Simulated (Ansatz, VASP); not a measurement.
## Two plane-wave programs on Rb

Contents of INCAR:

```
  ALGO = Fast
  EDIFF = 1E-6
  ENCUT = 520
  GGA = PE
  ISIF = 2
  ISMEAR = 0
  LASPH = True
  LCHARG = False
  LREAL = False
  LWAVE = False
  NBANDS = 10
  NELM = 80
  PREC = Accurate
  SIGMA = 0.15
```

The input KPOINTS:

```
k-points
0
Gamma
  12 12 12
```

POSCAR

```
Rb
1.0
   -3.0304800000      3.0304800000      2.8060000000
    3.0304800000     -3.0304800000      2.8060000000
    3.0304800000      3.0304800000     -2.8060000000
Rb
1
Direct
    0.0000000000      0.0000000000      0.0000000000
```

Input for Ansatz:

```yaml
crystal:
  lattice:
    - [-3.03048, 3.03048, 2.806]
    - [3.03048, -3.03048, 2.806]
    - [3.03048, 3.03048, -2.806]
  atoms:
    - { symbol: Rb, position: [0.0, 0.0, 0.0] }
basis:
  ecutwfc: 420
kpoints:
  mp_grid: { grid: [12, 12, 12] }
hamiltonian:
  xc: pbe
scf:
  occupations: { method: gaussian, width: 0.15 }
output:
  forces: true
  stress: true
  eigenvalues: true
  write_density: true
  write_potential: true
  elf: true
  volumetric_format: npy
```

Change from the starting cell: strain +0.080 along x and y, +0.000 along z, atoms carried along.

Alike in both runs: task single point; functional PBE; k mesh 12 × 12 × 12; occupations gaussian, width 0.15 eV; no spin polarisation.

```csv
,VASP,Ansatz
version,VASP 6.6.1,Ansatz 0.2.0
potentials or method,"VASP PAW PBE potentials, release 64 (Rb_sv), cutoff 520 eV","scalar-relativistic, plane waves, PAW"
valence electrons in the cell,9,9
```

```tsv
	VASP	Ansatz	Ansatz less VASP
gap on the k mesh at the Fermi level (eV)	none	none	-
pressure (GPa)	-0.3	-0.3	0.00
```

A gap of «none» marks a metal or a gap that the smearing closes. With one functional, cell and mesh, what is left measures potentials, basis and numerics.
